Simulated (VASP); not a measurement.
Na6Hf:

```
Na Hf
1.0
     0.00000    4.20968    4.20968
     4.20968    0.00000    4.20968
     4.20968    4.20968    0.00000
Na Hf
6 1
Direct
  0.50000 0.50000 0.00000
  0.50000 0.00000 0.50000
  0.00000 0.00000 0.50000
  0.00000 0.50000 0.00000
  0.00000 0.50000 0.50000
  0.50000 0.00000 0.00000
  0.00000 0.00000 0.00000
```

| Item | Value |
| --- | --- |
| Program | VASP 6.6.1 |
| Task | relaxation of cell and atoms |
| Functional | PBE |
| Potentials or basis | VASP PAW PBE potentials, release 64 (Na_pv, Hf_pv) |
| Cutoff | 600 eV |
| k mesh | 4 × 4 × 4 |
| Occupations | gaussian, width 0.1 eV |
| Spin | no spin polarisation |

At the start: pressure 16.0 GPa; volume 21.31 Å³/atom.

Q: How do energy, volume and symmetry change on relaxing?

A: Over 5 steps the energy falls by 482.7 meV/atom and the volume is 35.66 Å³/atom (+67.3 %); space group Fm-3m (No. 225, to 0.05 Å).

Step by step:
| step | energy change (eV) | largest force (eV/Å) | pressure (GPa) | volume (Å³) |
| --- | --- | --- | --- | --- |
| 1 | 0.0000 | 0.0000 | 16.04 | 149.20 |
| 2 | -2.8489 | 0.0000 | 4.08 | 200.20 |
| 3 | -3.3156 | 0.0000 | 1.13 | 230.64 |
| 4 | -3.3763 | 0.0000 | 0.20 | 245.85 |
| 5 | -3.3787 | 0.0000 | 0.00 | 249.65 |

Final structure:
```cif
data_structure
_symmetry_space_group_name_H-M 'P 1'
_symmetry_Int_Tables_number 1
_cell_length_a 7.0678
_cell_length_b 7.0678
_cell_length_c 7.0678
_cell_angle_alpha 60.000
_cell_angle_beta 60.000
_cell_angle_gamma 60.000
_cell_volume 249.65
loop_
_atom_site_label
_atom_site_type_symbol
_atom_site_fract_x
_atom_site_fract_y
_atom_site_fract_z
_atom_site_occupancy
Na1 Na 0.50000 0.50000 0.00000 1
Na2 Na 0.50000 0.00000 0.50000 1
Na3 Na 0.00000 0.00000 0.50000 1
Na4 Na 0.00000 0.50000 0.00000 1
Na5 Na 0.00000 0.50000 0.50000 1
Na6 Na 0.50000 0.00000 0.00000 1
Hf1 Hf 0.00000 0.00000 0.00000 1
```

Caveat: the volume moved by over 15 % at a fixed basis, so the end points are rough.
